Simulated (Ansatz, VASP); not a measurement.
Two plane-wave programs on Ge

```xyz
2
Lattice="0.0000 2.9092 2.9092 2.9092 0.0000 2.9092 2.9092 2.9092 0.0000" Properties=species:S:1:pos:R:3 pbc="T T T"
Ge    0.0000    0.0000    0.0000
Ge    1.4546    1.4546    1.4546
```

Alike in both runs: task single point; functional PBE; k mesh 6 × 6 × 6; occupations fermi-dirac, width 0.02 eV; no spin polarisation.

|  | VASP | Ansatz |
| --- | --- | --- |
| version | VASP 6.6.1 | Ansatz 0.2.0 |
| potentials or method | VASP PAW PBE potentials, release 64 (Ge_d) | plane waves, PAW |
| plane-wave cutoff (eV) | 520 | 420 |
| valence electrons in the cell | 28 | 28 |

```csv
,VASP,Ansatz,Ansatz less VASP
pressure (GPa),-1.5,-1.5,+0.02
```
